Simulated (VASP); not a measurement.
# LiMg5 (P-62m) in VASP: single point with LDA

Aim: the single point of LiMg5 with LDA.

Program: VASP 6.6.1. These are calculated values, not measurements. Logs are shortened: lines on timing, memory, paths and dates and some standing lists are left out, and cuts for length are marked.

## (1) The cell of the first run

It takes space group P-62m (No. 189, hexagonal). The conventional cell has a = 5.473 Å, b = 5.473 Å, c = 5.070 Å, α = 90.00°, β = 90.00°, γ = 120.00°. Li (site symmetry -62m) has 12 Mg at 3.11 to 3.16 Å within 4.1 Å. Mg (site symmetry m2m) has 2 Li at 3.11 Å and 10 Mg at 3.11 to 3.18 Å within 4.1 Å. Mg (site symmetry -6) has 9 Mg at 3.13 to 3.16 Å and 3 Li at 3.16 Å within 4.1 Å.

## (2) Single point, LDA

The input, INCAR:

```
SYSTEM = LiMg5
PREC = Accurate
ENCUT = 520
EDIFF = 1E-6
ISMEAR = 0
SIGMA = 0.05
LREAL = .FALSE.
LASPH = .TRUE.
NELM = 60
ALGO = Normal
ISIF = 2
LWAVE = .FALSE.
LCHARG = .FALSE.
GGA = CA
NBANDS = 16
```

The input, KPOINTS:

```
regular mesh
0
G
  5 5 5
  0 0 0
```

The input, POSCAR:

```
LiMg5
1.0
    5.4729940000      0.0000000000      0.0000000000
   -2.7364970000      4.7397520000      0.0000000000
    0.0000000000      0.0000000000      5.0699560000
Li Mg
1 5
Direct
    0.0000000000      0.0000000000      0.5000000000
    0.0000000000      0.6714210000      0.0000000000
    0.6714210000      0.0000000000      0.0000000000
    0.3285790000      0.3285790000      0.0000000000
    0.6666670000      0.3333330000      0.5000000000
    0.3333330000      0.6666670000      0.5000000000
```

Potentials or basis: VASP PAW LDA potentials, release 64 (Li_sv, Mg).

Launch:

```
> cat potpaw_LDA.64/Li_sv/POTCAR potpaw_LDA.64/Mg/POTCAR > POTCAR
> mpirun -np 1 vasp_std > vasp.out
```

OUTCAR:

```text
SYSTEM = LiMg5
   PREC = Accurate
   ENCUT = 520
   EDIFF = 1E-6
   ISMEAR = 0
   LREAL = .FALSE.
   LASPH = .TRUE.
   NELM = 60
   ISIF = 2
   GGA = CA

 ion  position               nearest neighbor table
   1  0.000  0.000  0.500-   3 3.11   3 3.11   4 3.11   2 3.11   2 3.11   4 3.11
   2  0.000  0.671  0.000-   1 3.11   1 3.11   3 3.11   4 3.11   6 3.13   6 3.13   5 3.13   5 3.13
                             3 3.18   4 3.18   4 3.18   3 3.18
   3  0.671  0.000  0.000-   1 3.11   1 3.11   2 3.11   4 3.11   5 3.13   5 3.13   6 3.13   6 3.13
                             4 3.18   2 3.18   4 3.18   2 3.18
   4  0.329  0.329  0.000-   1 3.11   1 3.11   3 3.11   2 3.11   5 3.13   5 3.13   6 3.13   6 3.13
                             3 3.18   2 3.18   2 3.18   3 3.18
   5  0.667  0.333  0.500-   3 3.13   3 3.13   2 3.13   2 3.13   4 3.13   4 3.13   6 3.16   6 3.16
                             6 3.16
   6  0.333  0.667  0.500-   2 3.13   2 3.13   3 3.13   3 3.13   4 3.13   4 3.13   5 3.16   5 3.16
                             5 3.16

  LATTYP: Found a hexagonal cell.
 ALAT       =     5.4729940000
 C/A-ratio  =     0.9263587718

  Lattice vectors:

 A1 = (   5.4729940000,   0.0000000000,   0.0000000000)
 A2 = (  -2.7364970000,   4.7397520000,   0.0000000000)
 A3 = (   0.0000000000,   0.0000000000,   5.0699560000)

Analysis of symmetry for initial positions (statically):
=====================================================================
 Subroutine PRICEL returns:
 Original cell was already a primitive cell.

 Routine SETGRP: Setting up the symmetry group for a
 hexagonal supercell.

 Subroutine GETGRP returns: Found 12 space group operations
 (whereof 12 operations were pure point group operations)
 out of a pool of 24 trial point group operations.

The static configuration has the point symmetry D_3h.

Analysis of symmetry for dynamics (positions and initial velocities):
=====================================================================
 Subroutine PRICEL returns:
 Original cell was already a primitive cell.

 Routine SETGRP: Setting up the symmetry group for a
 hexagonal supercell.

 Subroutine GETGRP returns: Found 12 space group operations
 (whereof 12 operations were pure point group operations)
 out of a pool of 24 trial point group operations.

The dynamic configuration has the point symmetry D_3h.

 Subroutine INISYM returns: Found 12 space group operations
 (whereof 12 operations are pure point group operations),
 and found     1 'primitive' translations

----------------------------------------------------------------------------------------

                                     Primitive cell

  volume of cell :     131.5179

  direct lattice vectors                    reciprocal lattice vectors
     5.472994000  0.000000000  0.000000000     0.182715347  0.105490751  0.000000000
    -2.736497000  4.739752000  0.000000000     0.000000000  0.210981503  0.000000000
     0.000000000  0.000000000  5.069956000     0.000000000  0.000000000  0.197240371

  length of vectors
     5.472994000  5.472994140  5.069956000     0.210981508  0.210981503  0.197240371

  position of ions in fractional coordinates (direct lattice)
     0.000000000  0.000000000  0.500000000
     1.000000000  0.671421000  0.000000000
     0.671421000  0.000000000  0.000000000
     0.328579000  0.328579000  0.000000000
     0.666667000  0.333333000  0.500000000
     0.333333000  0.666667000  0.500000000

  ion indices of the primitive-cell ions
   primitive index   ion index
                 1           1
                 2           2
                 3           3
                 4           4
                 5           5
                 6           6

----------------------------------------------------------------------------------------

 KPOINTS: regular mesh

Automatic generation of k-mesh.
 Grid dimensions read from file:
 generate k-points for:    5    5    5

 Generating k-lattice:

  Cartesian coordinates                     Fractional coordinates (reciprocal lattice)
     0.036543069  0.021098150  0.000000000     0.200000000  0.000000000  0.000000000
     0.000000000  0.042196301  0.000000000     0.000000000  0.200000000  0.000000000
     0.000000000  0.000000000  0.039448074     0.000000000  0.000000000  0.200000000

  Length of vectors
     0.042196302  0.042196301  0.039448074

  Shift w.r.t. Gamma in fractional coordinates (k-lattice)
     0.000000000  0.000000000  0.000000000

 Subroutine IBZKPT returns following result:
 ===========================================

 Found     15 irreducible k-points:

 Following reciprocal coordinates:
            Coordinates               Weight
  0.000000  0.000000  0.000000      1.000000
  0.200000 -0.000000  0.000000      6.000000
  0.400000  0.000000  0.000000      6.000000
  0.200000  0.200000  0.000000      6.000000
  0.400000  0.200000  0.000000      6.000000
  0.000000  0.000000  0.200000      2.000000
  0.200000 -0.000000  0.200000     12.000000
  0.400000  0.000000  0.200000     12.000000
  0.200000  0.200000  0.200000     12.000000
  0.400000  0.200000  0.200000     12.000000
  0.000000  0.000000  0.400000      2.000000
  0.200000 -0.000000  0.400000     12.000000
  0.400000  0.000000  0.400000     12.000000
  0.200000  0.200000  0.400000     12.000000
  0.400000  0.200000  0.400000     12.000000
   k-points           NKPTS =     15   k-points in BZ     NKDIM =     15   number of bands    NBANDS=     16
   number of dos      NEDOS =    301   number of ions     NIONS =      6
   total plane-waves  NPLWV =  70560
   dimension x,y,z NGX =    42 NGY =   42 NGZ =   40
   dimension x,y,z NGXF=    84 NGYF=   84 NGZF=   80
   ions per type =               1   5
   NGX,Y,Z   is equivalent  to a cutoff of  12.76, 12.76, 13.12 a.u.
   NGXF,Y,Z  is equivalent  to a cutoff of  25.52, 25.52, 26.23 a.u.
 SYSTEM =  LiMg5
   PREC   = accura    normal or accurate (medium, high low for compatibility)
   ISTART =      0    job   : 0-new  1-cont  2-samecut
   ICHARG =      2    charge: 1-file 2-atom 10-const
   ISPIN  =      1    spin polarized calculation?
   LNONCOLLINEAR =      F non collinear calculations
   LSORBIT =      F    spin-orbit coupling
   LASPH  =      T    aspherical Exc in radial PAW
   ENCUT  =  520.0 eV  38.22 Ry    6.18 a.u.  10.18 10.18  9.43*2*pi/ulx,y,z
   NELM   =     60;   NELMIN=  2; NELMDL= -5     # of ELM steps
   EDIFF  = 0.1E-05   stopping-criterion for ELM
   LREAL  =      F    real-space projection
   EDIFFG = 0.1E-04   stopping-criterion for IOM
   NSW    =      0    number of steps for IOM
   IBRION =     -1    ionic relax: 0-MD 1-quasi-New 2-CG
   NFREE  =      0    steps in history (QN), initial steepest desc. (CG)
   ISIF   =      2    stress and relaxation
   ISYM   =      2    0-nonsym 1-usesym 2-fastsym
   POTIM  = 0.5000    time-step for ionic-motion
   TEBEG  =    0.0;   TEEND  =   0.0 temperature during run
   PSTRESS=    0.0 pullay stress
   NELECT =      13.0000    total number of electrons
   NUPDOWN=      -1.0000    fix difference up-down
   EMIN   =  10.00;   EMAX   =-10.00  energy-range for DOS
   EFERMI =   0.00;   METHOD = LEGACY
   ISMEAR =     0;   SIGMA  =   0.05  broadening in eV -4-tet -1-fermi 0-gaus
   EFERMI_NEDOS =   21; number of points for ismear=-14 and -15
   IALGO  =     38    algorithm
   IMIX   =      4    mixing-type and parameters
     AMIX     =   0.40;   BMIX     =  1.00
     AMIX_MAG =   1.60;   BMIX_MAG =  1.00
  volume/ion in A,a.u.               =      21.92       147.92
  Fermi-wavevector in a.u.,A,eV,Ry     =   0.756939  1.430408  7.795553  0.572957
  Thomas-Fermi vector in A             =   1.855173
   LORBIT       =      0    0 simple, 1 ext, 2 COOP (PROOUT), +10 PAW based schemes
   GGA     = CA    functional components
   LHFCALC =     F    Hartree Fock is set to
   AEXX    =    0.0000 exact exchange contribution
   IVDW    =     0    specifies the selected vdW correction
   LEPSILON=     F    determine dielectric tensor
   LRPA    =     F    only Hartree local field effects (RPA)
 non-spin polarized calculation
 Gauss-broadening in eV      SIGMA  =   0.05
  energy-cutoff  :      520.00
  volume of cell :      131.52
 maximum number of plane-waves:      3552
 NGX is ok and might be reduce to    42
   NGX = 21   NGY = 21   NGZ = 19

 number of electron      12.9999999 magnetization

 Free energy of the ion-electron system (eV)
  ---------------------------------------------------
  ext. energy  EPLUGINS =         0.00000000
  ---------------------------------------------------
  free energy    TOTEN  =       -11.26568547 eV

  energy without entropy =      -11.26269113  energy(sigma->0) =      -11.26418830

 E-fermi :   2.3214     XC(G=0):  -8.5442

 val. band max:        2.2877366822   @ k =   0.0000   0.0000   0.2000
 cond. band min:       2.3498337496   @ k =   0.2000   0.2000   0.0000
 fundamental gap:      0.0620970674
 Fermi energy:         2.3213801896

 k-point     1 :       0.0000    0.0000    0.0000
  band No.  band energies     occupation
      1     -43.2294      2.00000
      2      -4.3318      2.00000
      3       0.9283      2.00000
      4       1.5353      2.00000
      5       1.7537      2.00000
      6       1.8753      2.00000
[... 8 lines left out ...]
     15       7.0724      0.00000
     16       7.0724      0.00000

 k-point     2 :       0.2000   -0.0000    0.0000
  band No.  band energies     occupation
      1     -43.2294      2.00000
      2      -4.0761      2.00000
      3      -0.2507      2.00000
      4       0.9580      2.00000
      5       1.0880      2.00000
      6       1.1738      2.00000
[... 8 lines left out ...]
     15       6.6007      0.00000
     16       8.2568      0.00000
[... 216 lines left out ...]
      5       0.0468      2.00000
      6       0.8358      2.00000
[... 8 lines left out ...]
     15       8.3257      0.00000
     16       8.4350      0.00000

 k-point    15 :       0.4000    0.2000    0.4000
  band No.  band energies     occupation
      1     -43.2294      2.00000
      2      -1.8366      2.00000
      3      -1.5531      2.00000
      4      -0.6857      2.00000
      5      -0.5264      2.00000
      6      -0.0581      2.00000
[... 8 lines left out ...]
     15       8.2453      0.00000
     16       9.2708      0.00000

------------------------ aborting loop because EDIFF is reached ----------------------------------------

  FORCE on cell =-STRESS in cart. coord.  units (eV):
  Direction    XX          YY          ZZ          XY          YZ          ZX
  --------------------------------------------------------------------------------------
  -------------------------------------------------------------------------------------
  Total       -1.6263127     -1.6263128     -1.1388561      0.0000000      0.0000000      0.0000000
  in kB      -19.8120699    -19.8120712    -13.8737756      0.0000000      0.0000000      0.0000000
  external PRESSURE =     -17.8326389 kB  Pullay stress =       0.0000000 kB

 VOLUME and BASIS-vectors are now :
 -----------------------------------------------------------------------------
  energy-cutoff  :      520.00
  volume of cell :      131.52
      direct lattice vectors                 reciprocal lattice vectors
     5.472994000  0.000000000  0.000000000     0.182715347  0.105490751  0.000000000
    -2.736497000  4.739752000  0.000000000     0.000000000  0.210981503  0.000000000
     0.000000000  0.000000000  5.069956000     0.000000000  0.000000000  0.197240371

 POSITION                                       TOTAL-FORCE (eV/Angst)
 -----------------------------------------------------------------------------------
      0.00000      0.00000      2.53498         0.000000     -0.000000      0.000000
     -1.83734      3.18237      0.00000         0.043868     -0.075982      0.000000
      3.67468      0.00000      0.00000        -0.087736     -0.000000      0.000000
      0.89916      1.55738      0.00000         0.043868      0.075982     -0.000000
      2.73650      1.57992      2.53498         0.000000     -0.000000      0.000000
     -0.00000      3.15984      2.53498         0.000000     -0.000000      0.000000
 -----------------------------------------------------------------------------------
    total drift:                                0.000000      0.000000     -0.000000

  FREE ENERGIE OF THE ION-ELECTRON SYSTEM (eV)
  ---------------------------------------------------
  free  energy   TOTEN  =       -11.2656854718 eV

  energy  without entropy=      -11.2626911299  energy(sigma->0) =      -11.26418830
```

It took 27 s on 1 thread of Intel Xeon Platinum 8488C (Sapphire Rapids), shared host; peak memory 0.2 GiB.

Results:

```yaml
Free_energy: -11.2657 eV
Largest_force: 0.088 eV/Å
```

Forces on the atoms (eV/Å):
```
Li   0.000  0.000  0.000
Mg   0.044 -0.076  0.000
Mg  -0.088  0.000  0.000
Mg   0.044  0.076  0.000
Mg   0.000  0.000  0.000
Mg   0.000  0.000  0.000
```

Caveat: the cutoff is under 1.25 times the usual one of these potentials, so pressure, stress and relaxed cells hold a basis-set (Pulay) error.
